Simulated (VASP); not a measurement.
Crystal: Cd.

```
CELL_PARAMETERS angstrom
0.00000 2.21000 2.21000
2.21000 0.00000 2.21000
2.21000 2.21000 0.00000
ATOMIC_POSITIONS crystal
Cd 0.00000 0.00000 0.00000
```

This isn't the form of Cd at room conditions, which is hcp.

* Program: VASP 6.6.1
* Task: relaxation of cell and atoms
* Functional: LDA
* Potentials or basis: VASP PAW LDA potentials, release 64 (Cd)
* Cutoff: 500 eV
* k mesh: 8 × 8 × 8
* Occupations: gaussian, width 0.1 eV
* Spin: no spin polarisation

At the start: pressure -3.8 GPa; volume 21.59 Å³/atom.

Question: How do energy, volume and symmetry change on relaxing?

Answer: Over 3 steps the energy falls by 18.0 meV/atom and the volume is 20.18 Å³/atom (-6.5 %); space group Fm-3m (No. 225, to 0.1 Å) before and after.

Step by step:
```tsv
step	energy change (eV)	largest force (eV/Å)	pressure (GPa)	volume (Å³)
1	0.0000	0.0000	-3.81	21.59
2	-0.0177	0.0000	0.53	20.02
3	-0.0180	0.0000	0.02	20.18
```

Final structure:
```yaml
crystal:
  lattice:
    - [0.00000, 2.16080, 2.16080]
    - [2.16080, 0.00000, 2.16080]
    - [2.16080, 2.16080, 0.00000]
  atoms:
    - { symbol: Cd, position: [0.00000, 0.00000, 0.00000] }
```
